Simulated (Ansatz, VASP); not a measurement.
# SbC: VASP beside Ansatz

```
CELL_PARAMETERS angstrom
0.00000 2.64183 2.64183
2.64183 0.00000 2.64183
2.64183 2.64183 0.00000
ATOMIC_POSITIONS crystal
Sb 0.00000 0.00000 0.00000
C 0.25000 0.25000 0.25000
```

Alike in both runs: task relaxation of cell and atoms; functional PBE; k mesh 18 × 18 × 18; occupations gaussian, width 0.1 eV; no spin polarisation.

```csv
,VASP,Ansatz
version,VASP 6.6.1,Ansatz 0.2.0
potentials or method,"VASP PAW PBE potentials, release 64 (Sb, C), cutoff 600 eV","scalar-relativistic, plane waves, PAW"
valence electrons in the cell,9,19
```

```csv
,VASP,Ansatz,Ansatz less VASP
"gap on the k mesh at the Fermi level, each at its own relaxed structure (eV)",none,none,-
relaxed volume (Å³/atom),18.39,18.39,+0.003
relaxed cell length with the largest relative difference (Å),3.733,3.733,+0.0002
```

A gap of «none» marks a metal or a gap that the smearing closes. VASP's potentials hold 9 valence electrons a cell and Ansatz's 19, so a difference there can come from the potentials and not from the codes.

Spin-orbit coupling is off throughout.
